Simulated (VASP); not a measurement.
Write the native input for VASP 6.6.1 that does the following.

- Task: single point
- Functional: LDA
- Potentials or basis: VASP PAW LDA potentials, release 64 (Re_sv_GW)
- Cutoff: 560 eV
- k mesh: 8 × 8 × 3
- Occupations: fermi-dirac, width 0.05 eV
- Spin: no spin polarisation
- Dipole correction: no
- Further INCAR settings: ALGO = Normal; EDIFF = 1e-06; NBANDS = 38

The structure of Re lies in POSCAR:

```
Re
1.0
    2.7400637699      0.0000000000      0.0000000000
   -1.3700318849      2.3729648327      0.0000000000
    0.0000000000      0.0000000000      8.8185174578
Re
4
Direct
    0.6666666667      0.3333333333      0.7500000000
    0.0000000000      0.0000000000      0.5000000000
    0.3333333333      0.6666666667      0.2500000000
    0.0000000000      0.0000000000      0.0000000000
```

These files were run (other wordings do the same):

INCAR

```
ALGO = Normal ; EDIFF = 1E-6
ENCUT = 560 ; GGA_COMPAT = F
ISIF = 2 ; ISMEAR = -1
LASPH = T ; LCHARG = F
LREAL = F ; LWAVE = F
NBANDS = 38 ; NELM = 120
PREC = Accurate ; SIGMA = 0.05
```

KPOINTS

```
k-points
0
Gamma
  8 8 3
```

Potentials or basis: VASP PAW LDA potentials, release 64 (Re_sv_GW).

Run with:

```bash
$ cat potpaw_LDA.64/Re_sv_GW/POTCAR > POTCAR
$ mpirun -np 1 vasp_std > vasp.out
```

It gave:

| Item | Value |
| --- | --- |
| Pressure | 0.0 GPa |
| Band gap on the k mesh | zero (bands 30 and 31 overlap by 2.77 eV) |

Caveat: spin-orbit coupling is left out, which moves the levels of the heavy elements.

Run time: 26 s on 1 thread of Intel(R) Xeon(R) 6975P-C (Granite Rapids) (shared host), peak memory 0.18 GiB.
